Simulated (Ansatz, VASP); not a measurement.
# K: VASP beside Ansatz

File INCAR:

```
PREC = Accurate
ENCUT = 520
EDIFF = 1E-6
ISMEAR = -1
SIGMA = 0.1
LREAL = False
LASPH = True
NELM = 100
ALGO = Normal
ISIF = 2
LWAVE = False
LCHARG = False
GGA = PE
NBANDS = 10
```

File KPOINTS:

```
regular mesh
0
Gamma
  10 10 10
```

POSCAR

```
K
1.0
   -2.3455839808      2.3455839808      2.3455839808
    2.3455839808     -2.3455839808      2.3455839808
    2.3455839808      2.3455839808     -2.3455839808
K
1
Direct
    0.0000000000      0.0000000000      0.0000000000
```

Input for Ansatz:

```yaml
crystal:
  lattice:
    - [-2.3455839808, 2.3455839808, 2.3455839808]
    - [2.3455839808, -2.3455839808, 2.3455839808]
    - [2.3455839808, 2.3455839808, -2.3455839808]
  atoms:
    - { symbol: K, position: [0.0, 0.0, 0.0] }
kpoints:
  mp_grid: { grid: [10, 10, 10] }
  band_path:
    path:
      - [0.0, 0.0, 0.0]
      - [0.5, -0.5, 0.5]
      - [0.0, 0.0, 0.5]
      - [0.0, 0.0, 0.0]
      - [0.25, 0.25, 0.25]
      - [0.5, -0.5, 0.5]
      - [0.25, 0.25, 0.25]
      - [0.0, 0.0, 0.5]
    npoints: 8
scf:
  occupations: { method: fermi_dirac, width: 0.1 }
hamiltonian:
  xc: pbe
  pseudopotentials: { kind: paw }
output:
  forces: true
  stress: true
  eigenvalues: true
  populations: true
  dos: { projected: true, de: 0.2, e_range: [-14, 8] }
```

Change from the starting cell: volume scaled by 0.7, PAW files.

Alike in both runs: task single point; functional PBE; k mesh 10 × 10 × 10; occupations fermi-dirac, width 0.1 eV; no spin polarisation.

|  | VASP | Ansatz |
| --- | --- | --- |
| version | VASP 6.6.1 | Ansatz 0.2.0 |
| potentials or method | VASP PAW PBE potentials, release 64 (K_sv) | PAW with Ansatz's default frozen-core files, scalar-relativistic |
| plane-wave cutoff (eV) | 520 | 420 |
| valence electrons in the cell | 9 | 9 |

|  | VASP | Ansatz | Ansatz less VASP |
| --- | --- | --- | --- |
| pressure (GPa) | 2.5 | 2.5 | +0.01 |

With one functional, cell and mesh, what is left measures potentials, basis and numerics.
